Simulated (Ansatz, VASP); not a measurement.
# One calculation of Bi, two programs

INCAR

```
SYSTEM = Bi
PREC     = Accurate       ! precision mode
ENCUT    = 520            ! plane-wave cutoff, eV
EDIFF    = 1E-6           ! SCF threshold, eV
ISMEAR   = 0              ! smearing method
SIGMA    = 0.1            ! smearing width, eV
LREAL    = .False.        ! projectors in reciprocal space
LASPH    = .True.         ! aspherical terms in the spheres
NELM     = 60             ! most SCF steps
ALGO     = Normal         ! electronic algorithm
ISIF     = 2              ! what is computed and relaxed
LWAVE    = .False.        ! write WAVECAR
LCHARG   = .False.        ! write CHGCAR
GGA      = PS             ! functional
NBANDS   = 14             ! bands
```

File KPOINTS:

```
Automatic mesh
0
Gamma
  16 16 16
  0 0 0
```

File POSCAR:

```
Bi
1.0
   -2.0199888459      2.0199888459      2.0199888459
    2.0199888459     -2.0199888459      2.0199888459
    2.0199888459      2.0199888459     -2.0199888459
Bi
1
Direct
    0.0000000000      0.0000000000      0.0000000000
```

Input for Ansatz:

```yaml
crystal:
  lattice:
    - [-2.0199888459, 2.0199888459, 2.0199888459]
    - [2.0199888459, -2.0199888459, 2.0199888459]
    - [2.0199888459, 2.0199888459, -2.0199888459]
  atoms:
    - { symbol: Bi, position: [0.0, 0.0, 0.0] }
basis:
  ecutwfc: 420
kpoints:
  mp_grid: { grid: [16, 16, 16] }
hamiltonian:
  xc: pbesol
scf:
  occupations: { method: gaussian, width: 0.1 }
output:
  forces: true
  stress: true
  eigenvalues: true
```

Alike in both runs: task single point; functional PBEsol; k mesh 16 × 16 × 16; occupations gaussian, width 0.1 eV; no spin polarisation.

|  | VASP | Ansatz |
| --- | --- | --- |
| version | VASP 6.6.1 | Ansatz 0.2.0 |
| potentials or method | VASP PAW PBE potentials, release 64 (Bi_d), cutoff 520 eV | scalar-relativistic, plane waves, PAW |
| valence electrons in the cell | 15 | 15 |

```csv
,VASP,Ansatz,Ansatz less VASP
gap on the k mesh at the Fermi level (eV),none,none,-
pressure (GPa),-4.5,-4.5,+0.06
```

VASP's potentials were made for PBE, not for PBEsol. A gap of «none» marks a metal or a gap that the smearing closes.

Neither program's run includes spin-orbit coupling.
